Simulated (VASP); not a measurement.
# Al (Fm-3m) in VASP: further runs

The runs below take Al through single point, with PBE.

Program: VASP 6.6.1. These are calculated values, not measurements. Logs are shortened: lines on timing, memory, paths and dates and some standing lists are left out, and cuts for length are marked.

## 1. The cell of the first run

It takes space group Fm-3m (No. 225, cubic). The conventional cell has a = 4.041 Å, b = 4.041 Å, c = 4.041 Å, α = 90.00°, β = 90.00°, γ = 90.00°. Al (site symmetry m-3m) has 12 Al at 2.86 Å within 3.8 Å.

## 2. Single point, PBE

INCAR

```
SYSTEM = Al
ALGO = Normal
EDIFF = 1E-6
ENCUT = 520
GGA = PE
ISIF = 2
ISMEAR = -1
LASPH = .TRUE.
LCHARG = .FALSE.
LREAL = .FALSE.
LWAVE = .FALSE.
NBANDS = 10
NELM = 100
PREC = Accurate
SIGMA = 0.08
```

KPOINTS

```
k-points
0
G
  14 14 10
  0 0 0
```

POSCAR

```
Al
1.0
    2.0205472810      2.0205472810      0.0000000000
   -2.0205472810      2.0205472810      0.0000000000
    0.0000000000      0.0000000000      4.0410945620
Al
2
Direct
    0.0000000000      0.0000000000      0.0000000000
    0.5000000000      0.5000000000      0.5000000000
```

Potentials or basis: VASP PAW PBE potentials, release 64 (Al).

The run is started by

```
> cat potpaw_PBE.64/Al/POTCAR > POTCAR
> mpirun -np 1 vasp_std > vasp.out
```

OUTCAR:

```text
SYSTEM = Al
   EDIFF = 1E-6
   ENCUT = 520
   GGA = PE
   ISIF = 2
   ISMEAR = -1
   LASPH = .TRUE.
   LREAL = .FALSE.
   NELM = 100
   PREC = Accurate

 ion  position               nearest neighbor table
   1  0.000  0.000  0.000-   2 2.86   2 2.86   2 2.86   2 2.86   2 2.86   2 2.86   2 2.86   2 2.86

   2  0.500  0.500  0.500-   1 2.86   1 2.86   1 2.86   1 2.86   1 2.86   1 2.86   1 2.86   1 2.86

  LATTYP: Found a simple tetragonal cell.
 ALAT       =     2.8574853682
 C/A-ratio  =     1.4142135624

  Lattice vectors:

 A1 = (   2.0205472810,   2.0205472810,   0.0000000000)
 A2 = (  -2.0205472810,   2.0205472810,   0.0000000000)
 A3 = (   0.0000000000,   0.0000000000,   4.0410945620)

Analysis of symmetry for initial positions (statically):
=====================================================================
 Subroutine PRICEL returns following result:

  LATTYP: Found a face centered cubic cell.
 ALAT       =     4.0410945620

  Lattice vectors:

 A1 = (   0.0000000000,  -2.0205472810,  -2.0205472810)
 A2 = (   2.0205472810,   0.0000000000,  -2.0205472810)
 A3 = (   2.0205472810,  -2.0205472810,  -0.0000000000)

   2 primitive cells build up your supercell.

 Routine SETGRP: Setting up the symmetry group for a
 simple tetragonal supercell.

 Subroutine GETGRP returns: Found 16 space group operations
 (whereof 16 operations were pure point group operations)
 out of a pool of 16 trial point group operations.

The static configuration has the point symmetry D_4h.

Analysis of symmetry for dynamics (positions and initial velocities):
=====================================================================
 Subroutine PRICEL returns following result:

  LATTYP: Found a face centered cubic cell.
 ALAT       =     4.0410945620

  Lattice vectors:

 A1 = (   0.0000000000,  -2.0205472810,  -2.0205472810)
 A2 = (   2.0205472810,   0.0000000000,  -2.0205472810)
 A3 = (   2.0205472810,  -2.0205472810,  -0.0000000000)

   2 primitive cells build up your supercell.

 Routine SETGRP: Setting up the symmetry group for a
 simple tetragonal supercell.

 Subroutine GETGRP returns: Found 16 space group operations
 (whereof 16 operations were pure point group operations)
 out of a pool of 16 trial point group operations.

The dynamic configuration has the point symmetry D_4h.

 Subroutine INISYM returns: Found 16 space group operations
 (whereof 16 operations are pure point group operations),
 and found     2 'primitive' translations

----------------------------------------------------------------------------------------

                                     Primitive cell

  volume of cell :      16.4982

  direct lattice vectors                    reciprocal lattice vectors
     0.000000000 -2.020547281 -2.020547281    -0.247457708 -0.247457708 -0.247457708
     2.020547281  0.000000000 -2.020547281     0.247457708  0.247457708 -0.247457708
     2.020547281 -2.020547281 -0.000000000     0.247457708 -0.247457708  0.247457708

  length of vectors
     2.857485368  2.857485368  2.857485368     0.428609324  0.428609324  0.428609324

  position of ions in fractional coordinates (direct lattice)
     0.000000000  0.000000000  0.000000000

  ion indices of the primitive-cell ions
   primitive index   ion index
                 1           1

----------------------------------------------------------------------------------------

 KPOINTS: k-points

Automatic generation of k-mesh.
 Grid dimensions read from file:
 generate k-points for:   14   14   10

 Generating k-lattice:

  Cartesian coordinates                     Fractional coordinates (reciprocal lattice)
     0.017675551  0.017675551  0.000000000     0.071428571  0.000000000  0.000000000
    -0.017675551  0.017675551  0.000000000     0.000000000  0.071428571  0.000000000
     0.000000000  0.000000000  0.024745771     0.000000000  0.000000000  0.100000000

  Length of vectors
     0.024997003  0.024997003  0.024745771

  Shift w.r.t. Gamma in fractional coordinates (k-lattice)
     0.000000000  0.000000000  0.000000000

 Subroutine IBZKPT returns following result:
 ===========================================

 Found    216 irreducible k-points:

 Following reciprocal coordinates:
            Coordinates               Weight
  0.000000  0.000000  0.000000      1.000000
  0.071429  0.000000  0.000000      4.000000
  0.142857  0.000000  0.000000      4.000000
  0.214286  0.000000  0.000000      4.000000
  0.285714  0.000000  0.000000      4.000000
  0.357143  0.000000  0.000000      4.000000
[... 16 lines left out ...]
  0.285714  0.214286  0.000000      8.000000
  0.357143  0.214286  0.000000      8.000000
 [... further k-points ...]
   k-points           NKPTS =    216   k-points in BZ     NKDIM =    216   number of bands    NBANDS=     10
   number of dos      NEDOS =    301   number of ions     NIONS =      2
   total plane-waves  NPLWV =  17280
   dimension x,y,z NGX =    24 NGY =   24 NGZ =   30
   dimension x,y,z NGXF=    48 NGYF=   48 NGZF=   60
   ions per type =               2
   NGX,Y,Z   is equivalent  to a cutoff of  13.96, 13.96, 12.34 a.u.
   NGXF,Y,Z  is equivalent  to a cutoff of  27.93, 27.93, 24.68 a.u.
 SYSTEM =  Al
   PREC   = accura    normal or accurate (medium, high low for compatibility)
   ISTART =      0    job   : 0-new  1-cont  2-samecut
   ICHARG =      2    charge: 1-file 2-atom 10-const
   ISPIN  =      1    spin polarized calculation?
   LNONCOLLINEAR =      F non collinear calculations
   LSORBIT =      F    spin-orbit coupling
   LASPH  =      T    aspherical Exc in radial PAW
   ENCUT  =  520.0 eV  38.22 Ry    6.18 a.u.   5.31  5.31  7.51*2*pi/ulx,y,z
   NELM   =    100;   NELMIN=  2; NELMDL= -5     # of ELM steps
   EDIFF  = 0.1E-05   stopping-criterion for ELM
   LREAL  =      F    real-space projection
   EDIFFG = 0.1E-04   stopping-criterion for IOM
   NSW    =      0    number of steps for IOM
   IBRION =     -1    ionic relax: 0-MD 1-quasi-New 2-CG
   NFREE  =      0    steps in history (QN), initial steepest desc. (CG)
   ISIF   =      2    stress and relaxation
   ISYM   =      2    0-nonsym 1-usesym 2-fastsym
   POTIM  = 0.5000    time-step for ionic-motion
   TEBEG  =    0.0;   TEEND  =   0.0 temperature during run
   PSTRESS=    0.0 pullay stress
   NELECT =       6.0000    total number of electrons
   NUPDOWN=      -1.0000    fix difference up-down
   EMIN   =  10.00;   EMAX   =-10.00  energy-range for DOS
   EFERMI =   0.00;   METHOD = LEGACY
   ISMEAR =    -1;   SIGMA  =   0.08  broadening in eV -4-tet -1-fermi 0-gaus
   EFERMI_NEDOS =   21; number of points for ismear=-14 and -15
   IALGO  =     38    algorithm
   IMIX   =      4    mixing-type and parameters
     AMIX     =   0.40;   BMIX     =  1.00
     AMIX_MAG =   1.60;   BMIX_MAG =  1.00
  volume/ion in A,a.u.               =      16.50       111.34
  Fermi-wavevector in a.u.,A,eV,Ry     =   0.927476  1.752676 11.703903  0.860213
  Thomas-Fermi vector in A             =   2.053550
   LORBIT       =      0    0 simple, 1 ext, 2 COOP (PROOUT), +10 PAW based schemes
   GGA     = PE    functional components
   LHFCALC =     F    Hartree Fock is set to
   AEXX    =    0.0000 exact exchange contribution
   IVDW    =     0    specifies the selected vdW correction
   LEPSILON=     F    determine dielectric tensor
   LRPA    =     F    only Hartree local field effects (RPA)
 non-spin polarized calculation
  energy-cutoff  :      520.00
  volume of cell :       33.00
 maximum number of plane-waves:       912
 NGX is ok and might be reduce to    24
   NGX = 11   NGY = 11   NGZ = 15

 number of electron       6.0000000 magnetization

 Free energy of the ion-electron system (eV)
  ---------------------------------------------------
  ext. energy  EPLUGINS =         0.00000000
  ---------------------------------------------------
  free energy    TOTEN  =        -7.49596387 eV

  energy without entropy =       -7.47789938  energy(sigma->0) =       -7.48693162

 E-fermi :   8.0115     XC(G=0): -10.1972

 val. band max:        8.0014106334   @ k =   0.1429   0.0000   0.1000
 cond. band min:       8.0327366437   @ k =   0.2143   0.0714   0.2000
 fundamental gap:      0.0313260103
 Fermi energy:         8.0114571806

 k-point     1 :       0.0000    0.0000    0.0000
  band No.  band energies     occupation
      1      -3.1341      2.00000
      2       5.0767      2.00000
      3       6.4007      2.00000
      4      13.2592      0.00000
      5      13.5960      0.00000
      6      13.5960      0.00000
      7      17.0702      0.00000
      8      20.6206      0.00000
      9      20.6206      0.00000
     10      20.6212      0.00000

 k-point     2 :       0.0714    0.0000    0.0000
  band No.  band energies     occupation
      1      -3.0416      2.00000
      2       5.1614      2.00000
      3       6.4899      2.00000
      4      11.5586      0.00000
      5      13.6751      0.00000
      6      14.6846      0.00000
      7      17.9121      0.00000
      8      19.2417      0.00000
      9      19.6474      0.00000
     10      20.7105      0.00000

 k-point     3 :       0.1429    0.0000    0.0000
  band No.  band energies     occupation
      1      -2.7646      2.00000
      2       5.4154      2.00000
      3       6.7531      2.00000
      4       9.5851      0.00000
      5      13.9125      0.00000
      6      15.3246      0.00000
      7      17.2674      0.00000
      8      18.1058      0.00000
      9      19.9331      0.00000
     10      20.9802      0.00000

 k-point     4 :       0.2143    0.0000    0.0000
  band No.  band energies     occupation
      1      -2.3040      2.00000
      2       5.8391      2.00000
      3       7.1008      1.99998
      4       7.7685      1.90844
      5      14.3085      0.00000
      6      15.3544      0.00000
      7      15.8887      0.00000
      8      16.4967      0.00000
      9      21.4290      0.00000
     10      22.4011      0.00000

 k-point     5 :       0.2857    0.0000    0.0000
  band No.  band energies     occupation
      1      -1.6617      2.00000
      2       5.8018      2.00000
      3       6.4328      2.00000
      4       7.8954      1.62030
      5      13.5798      0.00000
      6      14.8634      0.00000
      7      14.9162      0.00000
      8      16.5597      0.00000
      9      21.4115      0.00000
     10      22.0557      0.00000

 k-point     6 :       0.3571    0.0000    0.0000
  band No.  band energies     occupation
      1      -0.8401      2.00000
      2       4.1622      2.00000
      3       7.1971      1.99992
      4       8.6775      0.00048
      5      11.9646      0.00000
      6      13.4133      0.00000
      7      15.5776      0.00000
      8      17.3756      0.00000
      9      19.9955      0.00000
     10      22.0205      0.00000
[... 183 lines left out ...]
 k-point    21 :       0.5000    0.1429    0.0000
  band No.  band energies     occupation
      1       1.6843      2.00000
      2       1.6843      2.00000
      3       9.5799      0.00000
      4       9.5799      0.00000
      5      11.0653      0.00000
      6      11.0653      0.00000
      7      14.0213      0.00000
      8      14.0213      0.00000
      9      21.4741      0.00000
     10      21.4741      0.00000

 k-point    22 :       0.2143    0.2143    0.0000
  band No.  band energies     occupation
      1      -1.4787      2.00000
      2       6.6026      2.00000
      3       7.7926      1.87823
      4       7.9056      1.57933
      5       9.4531      0.00000
      6      16.1096      0.00000
      7      16.1103      0.00000
      8      16.1485      0.00000
      9      18.0296      0.00000
     10      19.5530      0.00000

 k-point    23 :       0.2857    0.2143    0.0000
  band No.  band energies     occupation
      1      -0.8402      2.00000
      2       6.4844      2.00000
      3       7.1971      1.99992
      4       8.5093      0.00396
      5       9.5633      0.00000
      6      14.3514      0.00000
      7      15.1923      0.00000
      8      16.3210      0.00000
      9      16.7298      0.00000
     10      19.3881      0.00000

 k-point    24 :       0.3571    0.2143    0.0000
  band No.  band energies     occupation
      1      -0.0238      2.00000
      2       4.9198      2.00000
      3       7.9623      1.29774
      4       9.2927      0.00000
      5      10.2400      0.00000
      6      12.7345      0.00000
      7      13.9194      0.00000
      8      14.7952      0.00000
      9      17.5018      0.00000
     10      19.7954      0.00000

 [... further k-points ...]
[... 5 lines left out ...]
  --------------------------------------------------------------------------------------
  -------------------------------------------------------------------------------------
  Total        0.0302017      0.0302017     -0.1120766      0.0000000      0.0000000     -0.0000000
  in kB        1.4664753      1.4664753     -5.4419990      0.0000000      0.0000000     -0.0000000
  external PRESSURE =      -0.8363495 kB  Pullay stress =       0.0000000 kB

 VOLUME and BASIS-vectors are now :
 -----------------------------------------------------------------------------
  energy-cutoff  :      520.00
  volume of cell :       33.00
      direct lattice vectors                 reciprocal lattice vectors
     2.020547281  2.020547281  0.000000000     0.247457708  0.247457708  0.000000000
    -2.020547281  2.020547281  0.000000000    -0.247457708  0.247457708  0.000000000
     0.000000000  0.000000000  4.041094562     0.000000000  0.000000000  0.247457708

 POSITION                                       TOTAL-FORCE (eV/Angst)
 -----------------------------------------------------------------------------------
      0.00000      0.00000      0.00000        -0.000000      0.000000      0.000000
      0.00000      2.02055      2.02055         0.000000     -0.000000      0.000000
 -----------------------------------------------------------------------------------
    total drift:                               -0.000000      0.000000     -0.000000

  FREE ENERGIE OF THE ION-ELECTRON SYSTEM (eV)
  ---------------------------------------------------
  free  energy   TOTEN  =        -7.4959638653 eV

  energy  without entropy=       -7.4778993800  energy(sigma->0) =       -7.48693162
```

Wall time 28 s (1 thread of AMD EPYC 9R45 (Zen 5), shared host); peak memory 0.15 GiB.

Results:

* Free energy: -7.4960 eV
* Pressure: -0.1 GPa
* Band gap on the k mesh: zero (band 3 reaches 15.48 eV, above the bottom of band 4 at 3.62 eV)

Levels at points of the mesh, in eV from the Fermi level:
```csv
k point,band 1,band 2,band 3,band 4,band 5,band 6,band 7,band 8
"(0.00, 0.00, 0.00)",-11.15,-2.93,-1.61,5.25,5.58,5.58,9.06,12.61
"(0.50, 0.00, 0.00)",-6.68,-6.68,1.23,1.23,2.74,2.74,9.47,9.47
"(0.50, 0.50, 0.00)",-2.93,-2.93,-1.61,-1.61,5.25,5.25,5.58,5.58
"(0.00, 0.00, 0.50)",-8.90,-8.90,7.47,7.47,7.51,7.51,7.51,7.51
"(0.50, 0.00, 0.50)",-4.60,-4.60,-4.39,-4.39,11.40,11.40,11.40,11.40
"(0.50, 0.50, 0.50)",-0.86,-0.86,-0.86,-0.86,0.16,0.16,1.10,1.10
```

## 3. Single point, PBE

INCAR

```
PREC = Accurate
ENCUT = 520
EDIFF = 1E-6
ISMEAR = -1
SIGMA = 0.08
LREAL = False
LASPH = True
NELM = 80
ALGO = Normal
ISIF = 2
LWAVE = False
LCHARG = False
GGA = PE
NBANDS = 10
```

KPOINTS

```
Automatic mesh
0
Gamma
  14 14 10
```

POSCAR is that of step 2.

Potentials or basis: VASP PAW PBE potentials, release 64 (Al).

The run is started by

```
> cat potpaw_PBE.64/Al/POTCAR > POTCAR
> mpirun -np 1 vasp_std > vasp.out
```

Run time: 28 s. Hardware: 1 thread of AMD EPYC 9R45 (Zen 5), shared host; peak memory 0.15 GiB.

It converged, with:

- Free energy: -7.4960 eV
- Pressure: -0.1 GPa
- Band gap on the k mesh: zero (band 3 reaches 15.48 eV, above the bottom of band 4 at 3.62 eV)

Levels at points of the mesh, in eV from the Fermi level:
```tsv
k point	band 1	band 2	band 3	band 4	band 5	band 6	band 7
(0.00, 0.00, 0.00)	-11.15	-2.93	-1.61	5.25	5.58	5.58	9.06
(0.50, 0.00, 0.00)	-6.68	-6.68	1.23	1.23	2.74	2.74	9.47
(0.50, 0.50, 0.00)	-2.93	-2.93	-1.61	-1.61	5.25	5.25	5.58
(0.00, 0.00, 0.50)	-8.90	-8.90	7.47	7.47	7.51	7.51	7.51
(0.50, 0.00, 0.50)	-4.60	-4.60	-4.39	-4.39	11.40	11.40	11.40
(0.50, 0.50, 0.50)	-0.86	-0.86	-0.86	-0.86	0.16	0.16	1.10
```
